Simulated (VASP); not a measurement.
# ZnRe (P-6m2) in VASP: a series of runs

Runs on ZnRe. Level: PBE. Tasks: single point.

Everything below comes from runs of VASP 6.6.1. Logs are shortened: lines on timing, memory, paths and dates and some standing lists are left out, and cuts for length are marked.

## 1. The cell of the first run

It takes space group P-6m2 (No. 187, hexagonal). Conventional cell: a = 2.748 Å, b = 2.748 Å, c = 4.539 Å, α = 90.00°, β = 90.00°, γ = 120.00°. Re (site symmetry -6m2) has 6 Re at 2.75 Å and 6 Zn at 2.77 Å within 3.6 Å. Zn (site symmetry -6m2) has 6 Zn at 2.75 Å and 6 Re at 2.77 Å within 3.6 Å.

## 2. Single point, PBE

INCAR

```
PREC     = Accurate       # precision mode
ENCUT    = 500            # plane-wave cutoff, eV
EDIFF    = 1E-6           # SCF threshold, eV
ISMEAR   = -1             # smearing method
SIGMA    = 0.05           # smearing width, eV
LREAL    = False          # projectors in reciprocal space
LASPH    = True           # aspherical terms in the spheres
NELM     = 120            # most SCF steps
ALGO     = Normal         # electronic algorithm
ISIF     = 2              # what is computed and relaxed
LWAVE    = False          # write WAVECAR
LCHARG   = False          # write CHGCAR
GGA      = PE             # functional
NBANDS   = 20             # bands
GGA_COMPAT= False
```

KPOINTS

```
regular mesh
0
Gamma
  9 9 5
```

POSCAR

```
ZnRe
1.0
    2.7482183437      0.0000000000      0.0000000000
   -1.3741091718      2.3800269008      0.0000000000
    0.0000000000      0.0000000000      4.5390066600
Re Zn
1 1
Direct
    0.3333333333      0.6666666667      0.5000000000
    0.0000000000      0.0000000000      0.0000000000
```

Potentials or basis: VASP PAW PBE potentials, release 64 (Re_sv_GW, Zn).

Launch:

```
> cat potpaw_PBE.64/Re_sv_GW/POTCAR potpaw_PBE.64/Zn/POTCAR > POTCAR
> mpirun -np 1 vasp_std > vasp.out
```

OUTCAR:

```text
PREC = Accurate
   ENCUT = 500
   EDIFF = 1E-6
   ISMEAR = -1
   LREAL = False
   LASPH = True
   NELM = 120
   ISIF = 2
   GGA = PE

 ion  position               nearest neighbor table
   1  0.333  0.667  0.500-   2 2.77   2 2.77   2 2.77   2 2.77   2 2.77   2 2.77
   2  0.000  0.000  0.000-   1 2.77   1 2.77   1 2.77   1 2.77   1 2.77   1 2.77

  LATTYP: Found a hexagonal cell.
 ALAT       =     2.7482183437
 C/A-ratio  =     1.6516179184

  Lattice vectors:

 A1 = (   2.7482183437,   0.0000000000,   0.0000000000)
 A2 = (  -1.3741091718,   2.3800269008,   0.0000000000)
 A3 = (   0.0000000000,   0.0000000000,   4.5390066600)

Analysis of symmetry for initial positions (statically):
=====================================================================
 Subroutine PRICEL returns:
 Original cell was already a primitive cell.

 Routine SETGRP: Setting up the symmetry group for a
 hexagonal supercell.

 Subroutine GETGRP returns: Found 12 space group operations
 (whereof 12 operations were pure point group operations)
 out of a pool of 24 trial point group operations.

The static configuration has the point symmetry D_3h.

Analysis of symmetry for dynamics (positions and initial velocities):
=====================================================================
 Subroutine PRICEL returns:
 Original cell was already a primitive cell.

 Routine SETGRP: Setting up the symmetry group for a
 hexagonal supercell.

 Subroutine GETGRP returns: Found 12 space group operations
 (whereof 12 operations were pure point group operations)
 out of a pool of 24 trial point group operations.

The dynamic configuration has the point symmetry D_3h.

 Subroutine INISYM returns: Found 12 space group operations
 (whereof 12 operations are pure point group operations),
 and found     1 'primitive' translations

----------------------------------------------------------------------------------------

                                     Primitive cell

  volume of cell :      29.6889

  direct lattice vectors                    reciprocal lattice vectors
     2.748218344  0.000000000  0.000000000     0.363872107  0.210081659  0.000000000
    -1.374109172  2.380026901  0.000000000     0.000000000  0.420163318  0.000000000
     0.000000000  0.000000000  4.539006660     0.000000000  0.000000000  0.220312521

  length of vectors
     2.748218344  2.748218344  4.539006660     0.420163318  0.420163318  0.220312521

  position of ions in fractional coordinates (direct lattice)
     0.333333333  0.666666667  0.500000000
     0.000000000  0.000000000  0.000000000

  ion indices of the primitive-cell ions
   primitive index   ion index
                 1           1
                 2           2

----------------------------------------------------------------------------------------

 KPOINTS: regular mesh

Automatic generation of k-mesh.
 Grid dimensions read from file:
 generate k-points for:    9    9    5

 Generating k-lattice:

  Cartesian coordinates                     Fractional coordinates (reciprocal lattice)
     0.040430234  0.023342407  0.000000000     0.111111111 -0.000000000  0.000000000
     0.000000000  0.046684813  0.000000000     0.000000000  0.111111111  0.000000000
     0.000000000  0.000000000  0.044062504     0.000000000  0.000000000  0.200000000

  Length of vectors
     0.046684813  0.046684813  0.044062504

  Shift w.r.t. Gamma in fractional coordinates (k-lattice)
     0.000000000  0.000000000  0.000000000

 Subroutine IBZKPT returns following result:
 ===========================================

 Found     36 irreducible k-points:

 Following reciprocal coordinates:
            Coordinates               Weight
  0.000000  0.000000  0.000000      1.000000
  0.111111  0.000000  0.000000      6.000000
  0.222222 -0.000000  0.000000      6.000000
  0.333333 -0.000000  0.000000      6.000000
  0.444444 -0.000000  0.000000      6.000000
  0.111111  0.111111  0.000000      6.000000
[... 16 lines left out ...]
  0.333333  0.222222  0.200000     24.000000
  0.333333  0.333333  0.200000      4.000000
 [... further k-points ...]
   k-points           NKPTS =     36   k-points in BZ     NKDIM =     36   number of bands    NBANDS=     20
   number of dos      NEDOS =    301   number of ions     NIONS =      2
   total plane-waves  NPLWV =  14400
   dimension x,y,z NGX =    20 NGY =   20 NGZ =   36
   dimension x,y,z NGXF=    40 NGYF=   40 NGZF=   72
   ions per type =               1   1
   NGX,Y,Z   is equivalent  to a cutoff of  12.10, 12.10, 13.19 a.u.
   NGXF,Y,Z  is equivalent  to a cutoff of  24.20, 24.20, 26.37 a.u.
 SYSTEM =  unknown system
   PREC   = accura    normal or accurate (medium, high low for compatibility)
   ISTART =      0    job   : 0-new  1-cont  2-samecut
   ICHARG =      2    charge: 1-file 2-atom 10-const
   ISPIN  =      1    spin polarized calculation?
   LNONCOLLINEAR =      F non collinear calculations
   LSORBIT =      F    spin-orbit coupling
   LASPH  =      T    aspherical Exc in radial PAW
   ENCUT  =  500.0 eV  36.75 Ry    6.06 a.u.   5.01  5.01  8.28*2*pi/ulx,y,z
   NELM   =    120;   NELMIN=  2; NELMDL= -5     # of ELM steps
   EDIFF  = 0.1E-05   stopping-criterion for ELM
   LREAL  =      F    real-space projection
[... 7 lines left out ...]
   TEBEG  =    0.0;   TEEND  =   0.0 temperature during run
   PSTRESS=    0.0 pullay stress
   NELECT =      27.0000    total number of electrons
   NUPDOWN=      -1.0000    fix difference up-down
   EMIN   =  10.00;   EMAX   =-10.00  energy-range for DOS
   EFERMI =   0.00;   METHOD = LEGACY
   ISMEAR =    -1;   SIGMA  =   0.05  broadening in eV -4-tet -1-fermi 0-gaus
   EFERMI_NEDOS =   21; number of points for ismear=-14 and -15
   IALGO  =     38    algorithm
   IMIX   =      4    mixing-type and parameters
     AMIX     =   0.40;   BMIX     =  1.00
     AMIX_MAG =   1.60;   BMIX_MAG =  1.00
  volume/ion in A,a.u.               =      14.84       100.18
  Fermi-wavevector in a.u.,A,eV,Ry     =   1.586103  2.997300 34.228495  2.515723
  Thomas-Fermi vector in A             =   2.685466
   LORBIT       =      0    0 simple, 1 ext, 2 COOP (PROOUT), +10 PAW based schemes
   GGA     = PE    functional components
   LHFCALC =     F    Hartree Fock is set to
   AEXX    =    0.0000 exact exchange contribution
   IVDW    =     0    specifies the selected vdW correction
   LEPSILON=     F    determine dielectric tensor
   LRPA    =     F    only Hartree local field effects (RPA)
 non-spin polarized calculation
  energy-cutoff  :      500.00
  volume of cell :       29.69
 maximum number of plane-waves:       771
 NGX is ok and might be reduce to    20
   NGX =  9   NGY =  9   NGZ = 17

 number of electron      27.0000006 magnetization

 Free energy of the ion-electron system (eV)
  ---------------------------------------------------
  ext. energy  EPLUGINS =         0.00000000
  ---------------------------------------------------
  free energy    TOTEN  =       -14.65278845 eV

  energy without entropy =      -14.63662813  energy(sigma->0) =      -14.64470829

 E-fermi :   8.0640     XC(G=0): -12.9805

 val. band max:        8.0296510593   @ k =   0.3333  -0.0000   0.4000
 cond. band min:       8.0865498537   @ k =   0.4444   0.1111   0.4000
 fundamental gap:      0.0568987944
 Fermi energy:         8.0639514820

 k-point     1 :       0.0000    0.0000    0.0000
  band No.  band energies     occupation
      1     -72.1955      2.00000
      2     -34.1124      2.00000
      3     -33.5015      2.00000
      4     -33.5015      2.00000
      5      -2.1691      2.00000
      6       0.1374      2.00000
[... 12 lines left out ...]
     19      25.0881      0.00000
     20      25.1455      0.00000

 k-point     2 :       0.1111    0.0000    0.0000
  band No.  band energies     occupation
      1     -72.1867      2.00000
      2     -34.0971      2.00000
      3     -33.6146      2.00000
      4     -33.5279      2.00000
      5      -1.7686      2.00000
      6       0.2626      2.00000
[... 12 lines left out ...]
     19      23.2485      0.00000
     20      23.3039      0.00000

 k-point     3 :       0.2222   -0.0000    0.0000
  band No.  band energies     occupation
      1     -72.1641      2.00000
      2     -34.0573      2.00000
      3     -33.8925      2.00000
      4     -33.5938      2.00000
      5      -0.7025      2.00000
      6       0.4285      2.00000
[... 12 lines left out ...]
     19      21.0532      0.00000
     20      23.4964      0.00000

 k-point     4 :       0.3333   -0.0000    0.0000
  band No.  band energies     occupation
      1     -72.1381      2.00000
      2     -34.1978      2.00000
      3     -34.0116      2.00000
      4     -33.6670      2.00000
      5       0.1148      2.00000
      6       0.5788      2.00000
[... 12 lines left out ...]
     19      19.2680      0.00000
     20      21.6136      0.00000

 k-point     5 :       0.4444   -0.0000    0.0000
  band No.  band energies     occupation
      1     -72.1213      2.00000
      2     -34.3919      2.00000
      3     -33.9817      2.00000
      4     -33.7149      2.00000
      5       0.1014      2.00000
      6       0.4372      2.00000
[... 12 lines left out ...]
     19      18.1032      0.00000
     20      20.2514      0.00000

 k-point     6 :       0.1111    0.1111    0.0000
  band No.  band energies     occupation
      1     -72.1710      2.00000
      2     -34.0694      2.00000
      3     -33.7997      2.00000
      4     -33.5847      2.00000
      5      -1.0246      2.00000
      6       0.4342      2.00000
[... 12 lines left out ...]
     19      19.7883      0.00000
     20      24.3530      0.00000

 k-point     7 :       0.2222    0.1111    0.0000
  band No.  band energies     occupation
      1     -72.1468      2.00000
      2     -34.0675      2.00000
      3     -34.0270      2.00000
      4     -33.6778      2.00000
      5       0.0897      2.00000
      6       0.5257      2.00000
[... 12 lines left out ...]
     19      17.9306      0.00000
     20      22.4879      0.00000
[... 277 lines left out ...]
 k-point    20 :       0.3333    0.1111    0.2000
  band No.  band energies     occupation
      1     -72.1252      2.00000
      2     -34.2956      2.00000
      3     -33.9894      2.00000
      4     -33.7594      2.00000
      5       0.2173      2.00000
      6       0.4367      2.00000
[... 12 lines left out ...]
     19      17.5456      0.00000
     20      20.0664      0.00000

 k-point    21 :       0.4444    0.1111    0.2000
  band No.  band energies     occupation
      1     -72.1167      2.00000
      2     -34.3837      2.00000
      3     -33.9741      2.00000
      4     -33.7911      2.00000
      5       0.1715      2.00000
      6       0.3778      2.00000
[... 12 lines left out ...]
     19      16.4585      0.00000
     20      19.9892      0.00000

 k-point    22 :       0.2222    0.2222    0.2000
  band No.  band energies     occupation
      1     -72.1269      2.00000
      2     -34.2128      2.00000
      3     -33.9925      2.00000
      4     -33.8247      2.00000
      5       0.4362      2.00000
      6       0.5590      2.00000
[... 12 lines left out ...]
     19      18.0829      0.00000
     20      20.6382      0.00000

 k-point    23 :       0.3333    0.2222    0.2000
  band No.  band energies     occupation
      1     -72.1138      2.00000
      2     -34.2808      2.00000
      3     -33.9690      2.00000
      4     -33.9454      2.00000
      5       0.3983      2.00000
      6       0.5293      2.00000
[... 12 lines left out ...]
     19      17.5516      0.00000
     20      19.7456      0.00000

 k-point    24 :       0.3333    0.3333    0.2000
  band No.  band energies     occupation
      1     -72.1094      2.00000
      2     -34.1500      2.00000
      3     -34.1456      2.00000
      4     -33.9612      2.00000
      5       0.5542      2.00000
      6       0.5860      2.00000
[... 12 lines left out ...]
     19      18.1003      0.00000
     20      19.1101      0.00000

 [... further k-points ...]

------------------------ aborting loop because EDIFF is reached ----------------------------------------

  FORCE on cell =-STRESS in cart. coord.  units (eV):
  Direction    XX          YY          ZZ          XY          YZ          ZX
  --------------------------------------------------------------------------------------
  -------------------------------------------------------------------------------------
  Total       -0.5374043     -0.5374043     -1.0978832     -0.0000000     -0.0000000      0.0000000
  in kB      -29.0013224    -29.0013224    -59.2478789     -0.0000000     -0.0000000      0.0000000
  external PRESSURE =     -39.0835079 kB  Pullay stress =       0.0000000 kB

 VOLUME and BASIS-vectors are now :
 -----------------------------------------------------------------------------
  energy-cutoff  :      500.00
  volume of cell :       29.69
      direct lattice vectors                 reciprocal lattice vectors
     2.748218344  0.000000000  0.000000000     0.363872107  0.210081659  0.000000000
    -1.374109172  2.380026901  0.000000000     0.000000000  0.420163318  0.000000000
     0.000000000  0.000000000  4.539006660     0.000000000  0.000000000  0.220312521

 POSITION                                       TOTAL-FORCE (eV/Angst)
 -----------------------------------------------------------------------------------
     -0.00000      1.58668      2.26950        -0.000000     -0.000000      0.000000
      0.00000      0.00000      0.00000         0.000000      0.000000      0.000000
 -----------------------------------------------------------------------------------
    total drift:                                0.000001     -0.000000     -0.000000

  FREE ENERGIE OF THE ION-ELECTRON SYSTEM (eV)
  ---------------------------------------------------
  free  energy   TOTEN  =       -14.6527884480 eV

  energy  without entropy=      -14.6366281298  energy(sigma->0) =      -14.64470829
```

It took 14 s on 1 thread of Intel Xeon Platinum 8488C (Sapphire Rapids), shared host; peak memory 0.16 GiB.

What came out:

```
Free energy : -14.6528 eV
Pressure    : -3.9 GPa
```

Caveat: spin-orbit coupling is left out, which moves the levels of the heavy elements.

## 3. Single point, PBE

This run uses another cell than the first one, of 15.29 Å³/atom, 1.030 times its volume.

INCAR

```
SYSTEM = ZnRe
PREC = Accurate ; ENCUT = 500
EDIFF = 1E-6 ; ISMEAR = -1
SIGMA = 0.05 ; LREAL = .False.
LASPH = .True. ; NELM = 120
ALGO = Normal ; ISIF = 2
LWAVE = .False. ; LCHARG = .False.
GGA = PE ; NBANDS = 20
GGA_COMPAT = .False.
```

KPOINTS

```
Automatic mesh
0
Gamma
  9 9 5
  0 0 0
```

Edit POSCAR of step 2 so:

```diff
@@ -4,3 +4,3 @@
    -1.3741091718      2.3800269008      0.0000000000
-    0.0000000000      0.0000000000      4.5390066600
+    0.0000000000      0.0000000000      4.6738286400
 Re Zn
```

Potentials or basis: VASP PAW PBE potentials, release 64 (Re_sv_GW, Zn).

Launch:

```
> cat potpaw_PBE.64/Re_sv_GW/POTCAR potpaw_PBE.64/Zn/POTCAR > POTCAR
> mpirun -np 1 vasp_std > vasp.out
```

Wall time 13 s (1 thread of Intel Xeon Platinum 8559C (Emerald Rapids), shared host); peak memory 0.16 GiB.

Results (log left out):

```yaml
Free_energy: -14.6047 eV
Pressure: -8.5 GPa
```

Stress tensor (GPa, compression positive):
```
 -6.14   0.00   0.00
  0.00  -6.14   0.00
  0.00   0.00 -13.37
```

Levels at points of the mesh, in eV from the Fermi level:
| k point | band 11 | band 12 | band 13 | band 14 | band 15 | band 16 | band 17 | band 18 |
| --- | --- | --- | --- | --- | --- | --- | --- | --- |
| (0.00, 0.00, 0.00) | -5.17 | -1.82 | -1.28 | -1.28 | 1.73 | 1.73 | 3.80 | 14.06 |

Caveat: spin-orbit coupling is left out, which moves the levels of the heavy elements.
